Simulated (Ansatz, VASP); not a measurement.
## Two plane-wave programs on Al3GaN4

```
Al Ga N
1.0
     4.34089    0.00000    0.00000
     0.00000    4.34089    0.00000
     0.00000    0.00000    4.34089
Al Ga N
3 1 4
Cartesian
  2.1704 2.1704 0.0000
  2.1704 0.0000 2.1704
  0.0000 2.1704 2.1704
  0.0000 0.0000 0.0000
  3.2327 3.2327 1.1082
  3.2327 1.1082 3.2327
  1.1082 3.2327 3.2327
  1.1082 1.1082 1.1082
```

Change from the starting cell: equal strain along all axes, cell held, atoms relaxed: -1.5 %.

Alike in both runs: functional PBEsol; k mesh 6 × 6 × 6; occupations gaussian, width 0.02 eV; no spin polarisation.

Ansatz relaxed the structure, and its values are those at the end. VASP's run is a single point on that final structure, the one shown.

|  | VASP | Ansatz |
| --- | --- | --- |
| version | VASP 6.6.1 | Ansatz 0.2.0 |
| potentials or method | VASP PAW PBE potentials, release 64 (Al, Ga_d, N), cutoff 520 eV | scalar-relativistic, plane waves, PAW |
| valence electrons in the cell | 42 | 42 |

|  | VASP | Ansatz | Ansatz less VASP |
| --- | --- | --- | --- |
| gap on the k mesh at the Fermi level (eV) | 3.34 | 3.35 | +0.006 |
| least direct gap on the mesh (eV) | 3.35 | 3.35 | +0.006 |
| pressure (GPa) | 9.8 | 9.8 | +0.04 |
| rms of the force components (eV/Å) | 0.001 | 0.005 | +0.0037 |

VASP's potentials were made for PBE, not for PBEsol. Ansatz's warnings: stress scf threshold loose.
